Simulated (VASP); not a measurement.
# FeO (C2/m) in VASP: single point with PBE+U

Aim: the single point of FeO with PBE+U.

Program: VASP 6.6.1. These are calculated values, not measurements. Logs are shortened: lines on timing, memory, paths and dates and some standing lists are left out, and cuts for length are marked.

## (1) The cell of the first run

It takes space group C2/m (No. 12, monoclinic). The conventional cell has a = 5.223 Å, b = 3.248 Å, c = 3.240 Å, α = 90.00°, β = 127.40°, γ = 90.00°. Within 2.7 Å of Fe (site symmetry 2/m) lie 6 O at 2.07 to 2.29 Å. Within 2.7 Å of O (site symmetry 2/m) lie 6 Fe at 2.07 to 2.29 Å.

## (2) Single point, PBE+U, collinear spin, antiferromagnetic start

Input file INCAR:

```
  PREC = Accurate
  ENCUT = 600
  EDIFF = 1E-6
  ISMEAR = 0
  SIGMA = 0.02
  LREAL = False
  LASPH = True
  NELM = 200
  ALGO = Normal
  ISIF = 2
  LWAVE = False
  LCHARG = True
  ISPIN = 2
  MAGMOM = -3.74 3.74 0 0
  LORBIT = 11
  LMAXMIX = 4
  LDAU = True
  LDAUTYPE = 2
  LDAUL = 2 -1
  LDAUU = 5.3 0
  LDAUJ = 0 0
  LDAUPRINT = 1
  GGA = PE
  LELF = True
  LVHAR = True
  NBANDS = 34
  GGA_COMPAT = False
```

Input file KPOINTS:

```
regular mesh
0
Gamma
  10 10 6
```

Input file POSCAR:

```
FeO
1.0
    2.6529231604     -1.6241342783      0.0247482073
    2.6529231604      1.6241342783      0.0247482073
   -1.3147081794      0.0000000000      5.0547240432
Fe O
2 2
Direct
    0.5000000000      0.5000000000      0.5000000000
    0.0000000000      0.0000000000      0.0000000000
    0.7500000000      0.7500000000      0.2500000000
    0.2500000000      0.2500000000      0.7500000000
```

Potentials or basis: VASP PAW PBE potentials, release 64 (Fe_sv, O).

On the command line:

```sh
$ cat potpaw_PBE.64/Fe_sv/POTCAR potpaw_PBE.64/O/POTCAR > POTCAR
$ mpirun -np 1 vasp_std > vasp.out
```

OUTCAR:

```text
PREC = Accurate
   ENCUT = 600
   EDIFF = 1E-6
   ISMEAR = 0
   LREAL = False
   LASPH = True
   NELM = 200
   ISIF = 2
   ISPIN = 2
   LORBIT = 11
   GGA = PE

 ion  position               nearest neighbor table
   1  0.500  0.500  0.500-   3 2.07   4 2.07
   2  0.000  0.000  0.000-   3 2.07   4 2.07
   3  0.750  0.750  0.250-   1 2.07   2 2.07
   4  0.250  0.250  0.750-   1 2.07   2 2.07

  LATTYP: Found a base centered monoclinic cell.
 ALAT       =     5.3060771833
 B/A-ratio  =     0.6121789119
 C/A-ratio  =     0.9843243168
 COS(beta)  =    -0.2426810879

  Lattice vectors:

 A1 = (   2.6529231604,  -1.6241342783,   0.0247482073)
 A2 = (   2.6529231604,   1.6241342783,   0.0247482073)
 A3 = (  -1.3147081794,   0.0000000000,   5.0547240432)

Analysis of symmetry for initial positions (statically):
=====================================================================
 Subroutine PRICEL returns following result:

  LATTYP: Found a base centered monoclinic cell.
 ALAT       =     5.2229007984
 B/A-ratio  =     0.6219280591
 C/A-ratio  =     0.6202847204
 COS(beta)  =    -0.6073453951
[... 12 lines left out ...]
 Subroutine GETGRP returns: Found  4 space group operations
 (whereof  4 operations were pure point group operations)
 out of a pool of  4 trial point group operations.

The static configuration has the point symmetry C_2h.

Analysis of symmetry for dynamics (positions and initial velocities):
=====================================================================
 Subroutine PRICEL returns following result:

  LATTYP: Found a base centered monoclinic cell.
 ALAT       =     5.2229007984
 B/A-ratio  =     0.6219280591
 C/A-ratio  =     0.6202847204
 COS(beta)  =    -0.6073453951
[... 12 lines left out ...]
 Subroutine GETGRP returns: Found  4 space group operations
 (whereof  4 operations were pure point group operations)
 out of a pool of  4 trial point group operations.

The dynamic configuration has the point symmetry C_2h.

Analysis of structural, dynamic, and magnetic symmetry:
=====================================================================
 Subroutine PRICEL returns following result:

  LATTYP: Found a base centered monoclinic cell.
 ALAT       =     5.2229007984
 B/A-ratio  =     0.6219280591
 C/A-ratio  =     0.6202847204
 COS(beta)  =    -0.6073453951
[... 12 lines left out ...]
 Subroutine GETGRP returns: Found  4 space group operations
 (whereof  4 operations were pure point group operations)
 out of a pool of  4 trial point group operations.

The overall configuration has the point symmetry C_2h.

 Subroutine INISYM returns: Found  4 space group operations
 (whereof  4 operations are pure point group operations),
 and found     2 'primitive' translations

----------------------------------------------------------------------------------------

                                     Primitive cell

  volume of cell :      21.8322

[... 138 lines left out ...]

  0.0291  0.0105  0.0000  0.0000  0.0000
  0.0105  0.0298  0.0000 -0.0000 -0.0000
  0.0000  0.0000  0.3515  0.2399  0.3388
  0.0000 -0.0000  0.2399  0.2386  0.2182
  0.0000 -0.0000  0.3388  0.2182  0.3802

spin component  2

  0.9128  0.0086 -0.0000 -0.0000  0.0000
  0.0086  0.9172  0.0000  0.0000 -0.0000
 -0.0000  0.0000  0.9015 -0.0045 -0.0036
 -0.0000  0.0000 -0.0045  0.9226 -0.0152
  0.0000 -0.0000 -0.0036 -0.0152  0.9099

 occupancies and eigenvectors

  o =  0.0189  v =  0.7180 -0.6960  0.0000 -0.0000 -0.0000  0.0000  0.0000  0.0000  0.0000  0.0000      0.0000  0.0000  0.0000  0.0000  0.0000  0.0000  0.0000  0.0000  0.0000  0.0000
  o =  0.0193  v =  0.0000 -0.0000 -0.7795  0.3132  0.5424  0.0000  0.0000  0.0000  0.0000  0.0000      0.0000  0.0000  0.0000  0.0000  0.0000  0.0000  0.0000  0.0000  0.0000  0.0000
  o =  0.0400  v = -0.6960 -0.7180 -0.0000 -0.0000  0.0000  0.0000  0.0000  0.0000  0.0000  0.0000      0.0000  0.0000  0.0000  0.0000  0.0000  0.0000  0.0000  0.0000  0.0000  0.0000
  o =  0.0803  v =  0.0000 -0.0000  0.0487 -0.8331  0.5510  0.0000  0.0000  0.0000  0.0000  0.0000      0.0000  0.0000  0.0000  0.0000  0.0000  0.0000  0.0000  0.0000  0.0000  0.0000
  o =  0.8707  v = -0.0000 -0.0000 -0.6245 -0.4559 -0.6342  0.0000  0.0000  0.0000  0.0000  0.0000      0.0000  0.0000  0.0000  0.0000  0.0000  0.0000  0.0000  0.0000  0.0000  0.0000
  o =  0.8950  v =  0.0000  0.0000  0.0000  0.0000  0.0000 -0.0000  0.0000 -0.6528 -0.4445 -0.6134      0.0000  0.0000  0.0000  0.0000  0.0000  0.0000  0.0000  0.0000  0.0000  0.0000
  o =  0.9061  v =  0.0000  0.0000  0.0000  0.0000  0.0000  0.0000 -0.0000  0.7554 -0.3214 -0.5711      0.0000  0.0000  0.0000  0.0000  0.0000  0.0000  0.0000  0.0000  0.0000  0.0000
  o =  0.9062  v =  0.0000  0.0000  0.0000  0.0000  0.0000 -0.7901  0.6130  0.0000 -0.0000 -0.0000      0.0000  0.0000  0.0000  0.0000  0.0000  0.0000  0.0000  0.0000  0.0000  0.0000
  o =  0.9238  v =  0.0000  0.0000  0.0000  0.0000  0.0000 -0.6130 -0.7901 -0.0000 -0.0000  0.0000      0.0000  0.0000  0.0000  0.0000  0.0000  0.0000  0.0000  0.0000  0.0000  0.0000
  o =  0.9329  v =  0.0000  0.0000  0.0000  0.0000  0.0000 -0.0000 -0.0000 -0.0567  0.8361 -0.5456      0.0000  0.0000  0.0000  0.0000  0.0000  0.0000  0.0000  0.0000  0.0000  0.0000

atom =   2  type =  1  l = 2

 onsite density matrix

spin component  1

  0.9128  0.0086  0.0000 -0.0000  0.0000
  0.0086  0.9172  0.0000  0.0000  0.0000
  0.0000  0.0000  0.9015 -0.0045 -0.0036
 -0.0000  0.0000 -0.0045  0.9226 -0.0152
  0.0000  0.0000 -0.0036 -0.0152  0.9099

spin component  2

  0.0291  0.0105 -0.0000 -0.0000  0.0000
  0.0105  0.0298  0.0000 -0.0000 -0.0000
 -0.0000  0.0000  0.3515  0.2399  0.3388
 -0.0000 -0.0000  0.2399  0.2386  0.2182
  0.0000 -0.0000  0.3388  0.2182  0.3802

 occupancies and eigenvectors

  o =  0.0189  v =  0.0000  0.0000  0.0000  0.0000  0.0000  0.7180 -0.6960  0.0000 -0.0000 -0.0000      0.0000  0.0000  0.0000  0.0000  0.0000  0.0000  0.0000  0.0000  0.0000  0.0000
  o =  0.0193  v =  0.0000  0.0000  0.0000  0.0000  0.0000  0.0000 -0.0000 -0.7795  0.3132  0.5424      0.0000  0.0000  0.0000  0.0000  0.0000  0.0000  0.0000  0.0000  0.0000  0.0000
  o =  0.0400  v =  0.0000  0.0000  0.0000  0.0000  0.0000 -0.6960 -0.7180 -0.0000  0.0000  0.0000      0.0000  0.0000  0.0000  0.0000  0.0000  0.0000  0.0000  0.0000  0.0000  0.0000
  o =  0.0803  v =  0.0000  0.0000  0.0000  0.0000  0.0000  0.0000 -0.0000  0.0487 -0.8331  0.5510      0.0000  0.0000  0.0000  0.0000  0.0000  0.0000  0.0000  0.0000  0.0000  0.0000
  o =  0.8707  v =  0.0000  0.0000  0.0000  0.0000  0.0000 -0.0000  0.0000 -0.6245 -0.4559 -0.6342      0.0000  0.0000  0.0000  0.0000  0.0000  0.0000  0.0000  0.0000  0.0000  0.0000
  o =  0.8950  v =  0.0000  0.0000  0.6528  0.4445  0.6134  0.0000  0.0000  0.0000  0.0000  0.0000      0.0000  0.0000  0.0000  0.0000  0.0000  0.0000  0.0000  0.0000  0.0000  0.0000
  o =  0.9061  v =  0.0000  0.0000 -0.7554  0.3214  0.5711  0.0000  0.0000  0.0000  0.0000  0.0000      0.0000  0.0000  0.0000  0.0000  0.0000  0.0000  0.0000  0.0000  0.0000  0.0000
  o =  0.9062  v = -0.7901  0.6130  0.0000 -0.0000  0.0000  0.0000  0.0000  0.0000  0.0000  0.0000      0.0000  0.0000  0.0000  0.0000  0.0000  0.0000  0.0000  0.0000  0.0000  0.0000
  o =  0.9238  v = -0.6130 -0.7901 -0.0000  0.0000 -0.0000  0.0000  0.0000  0.0000  0.0000  0.0000      0.0000  0.0000  0.0000  0.0000  0.0000  0.0000  0.0000  0.0000  0.0000  0.0000
  o =  0.9329  v =  0.0000 -0.0000  0.0567 -0.8361  0.5456  0.0000  0.0000  0.0000  0.0000  0.0000      0.0000  0.0000  0.0000  0.0000  0.0000  0.0000  0.0000  0.0000  0.0000  0.0000

 number of electron      44.0000002 magnetization       0.0000000

 Free energy of the ion-electron system (eV)
  ---------------------------------------------------
  ext. energy  EPLUGINS =         0.00000000
  ---------------------------------------------------
  free energy    TOTEN  =       -25.41392539 eV

  energy without entropy =      -25.41392539  energy(sigma->0) =      -25.41392539

 E-fermi :   7.5914     XC(G=0): -11.9186

 val. band max:        7.4478045962   @ k =  -0.2000   0.2000   0.5000
 cond. band min:       8.8071398944   @ k =   0.0000   0.0000   0.0000
 fundamental gap:      1.3593352982
 Fermi energy:         7.5914139649

 spin component 1

 k-point     1 :       0.0000    0.0000    0.0000
  band No.  band energies     occupation
      1     -80.9118      1.00000
      2     -76.6394      1.00000
      3     -48.0211      1.00000
      4     -46.4379      1.00000
      5     -46.4119      1.00000
      6     -43.1233      1.00000
[... 1769 lines left out ...]
     33      21.3876      0.00000
     34      23.3182      0.00000

 [... further k-points ...]

------------------------ aborting loop because EDIFF is reached ----------------------------------------

  FORCE on cell =-STRESS in cart. coord.  units (eV):
  Direction    XX          YY          ZZ          XY          YZ          ZX
  --------------------------------------------------------------------------------------
  -------------------------------------------------------------------------------------
  Total       -1.3326511     -1.2419116     -1.3194073      0.0000000      0.0000000      0.0982313
  in kB      -48.8990612    -45.5695506    -48.4131046      0.0000000      0.0000000      3.6044064
  external PRESSURE =     -47.6272388 kB  Pullay stress =       0.0000000 kB

 VOLUME and BASIS-vectors are now :
 -----------------------------------------------------------------------------
  energy-cutoff  :      600.00
  volume of cell :       43.66
      direct lattice vectors                 reciprocal lattice vectors
     2.652923160 -1.624134278  0.024748207     0.188015158 -0.307856319  0.048901793
     2.652923160  1.624134278  0.024748207     0.188015158  0.307856319  0.048901793
    -1.314708179  0.000000000  5.054724043    -0.001841065  0.000000000  0.197355885

 POSITION                                       TOTAL-FORCE (eV/Angst)
 -----------------------------------------------------------------------------------
      1.99557      0.00000      2.55211         0.000000      0.000000     -0.000000
      0.00000      0.00000      0.00000        -0.000000     -0.000000      0.000000
      3.65071      0.00000      1.30080         0.000000      0.000000      0.000000
      0.34043      0.00000      3.80342        -0.000000     -0.000000      0.000000
 -----------------------------------------------------------------------------------
    total drift:                                0.000000      0.000000      0.000000

  FREE ENERGIE OF THE ION-ELECTRON SYSTEM (eV)
  ---------------------------------------------------
  free  energy   TOTEN  =       -25.4139253948 eV

  energy  without entropy=      -25.4139253948  energy(sigma->0) =      -25.41392539

 total charge

# of ion       s       p       d       tot
------------------------------------------
    1        2.099   5.991   5.568  13.659
    2        2.099   5.991   5.568  13.659
    3        1.549   3.447   0.000   4.997
    4        1.549   3.447   0.000   4.997
--------------------------------------------------
tot          7.297  18.876  11.137  37.310

 magnetization (x)

# of ion       s       p       d       tot
------------------------------------------
    1       -0.011  -0.009  -3.523  -3.543
    2        0.011   0.009   3.523   3.543
    3        0.000   0.000   0.000   0.000
    4        0.000   0.000   0.000   0.000
--------------------------------------------------
tot          0.000   0.000   0.000   0.000
```

Run time: 18 min. Hardware: 1 thread of Intel Xeon 6975P-C (Granite Rapids), shared host; peak memory 0.53 GiB.

Results:

```
Free energy                                           : -25.4139 eV
Pressure                                              : -4.8 GPa
Band gap on the k mesh                                : 1.36 eV
Net moment                                            : 0.00 μB per cell
Site moments                                          : Fe -3.54, +3.54; O +0.00 μB
Valence electrons inside the program's atomic spheres : Fe 13.66; O 5.00
```

Levels at points of the mesh, in eV from the valence-band top:
Spin up:
| k point | band 18 | band 19 | band 20 | band 21 | band 22 | band 23 | band 24 | band 25 | band 26 | band 27 |
| --- | --- | --- | --- | --- | --- | --- | --- | --- | --- | --- |
| (0.00, 0.00, 0.00) | -1.86 | -1.84 | -1.66 | -1.51 | -0.30 | 1.36 | 3.70 | 3.75 | 4.75 | 5.21 |
| (0.50, 0.00, 0.00) | -3.18 | -2.27 | -1.60 | -1.08 | -0.07 | 2.92 | 4.52 | 4.73 | 5.22 | 6.93 |
| (0.50, 0.50, 0.00) | -3.26 | -3.23 | -1.48 | -1.23 | -0.54 | 4.47 | 4.55 | 4.87 | 5.28 | 5.71 |
| (0.00, 0.00, 0.50) | -2.59 | -2.50 | -0.86 | -0.75 | -0.43 | 3.11 | 3.71 | 3.87 | 3.88 | 5.17 |
| (0.50, 0.00, 0.50) | -2.61 | -2.36 | -1.39 | -1.23 | -0.03 | 3.01 | 4.55 | 4.91 | 5.26 | 5.41 |
| (0.50, 0.50, 0.50) | -3.19 | -2.87 | -1.47 | -1.28 | -0.86 | 4.13 | 4.55 | 4.58 | 5.60 | 7.17 |
Spin down:
| k point | band 20 | band 21 | band 22 | band 23 | band 24 | band 25 |
| --- | --- | --- | --- | --- | --- | --- |
| (0.00, 0.00, 0.00) | -1.66 | -1.51 | -0.30 | 1.36 | 3.70 | 3.75 |
| (0.50, 0.00, 0.00) | -1.60 | -1.08 | -0.07 | 2.92 | 4.52 | 4.73 |
| (0.50, 0.50, 0.00) | -1.48 | -1.23 | -0.54 | 4.47 | 4.55 | 4.87 |
| (0.00, 0.00, 0.50) | -0.86 | -0.75 | -0.43 | 3.11 | 3.71 | 3.87 |
| (0.50, 0.00, 0.50) | -1.39 | -1.23 | -0.03 | 3.01 | 4.55 | 4.91 |
| (0.50, 0.50, 0.50) | -1.47 | -1.28 | -0.86 | 4.13 | 4.55 | 4.58 |

Eigenvalues of the final occupation matrices:
```csv
site,spin,trace,eigenvalues
site 1 d,1,1.03,0.02 0.02 0.04 0.08 0.87
site 1 d,2,4.56,0.90 0.91 0.91 0.92 0.93
site 2 d,1,4.56,0.90 0.91 0.91 0.92 0.93
site 2 d,2,1.03,0.02 0.02 0.04 0.08 0.87
```

Caveat: the cell stands under tension.
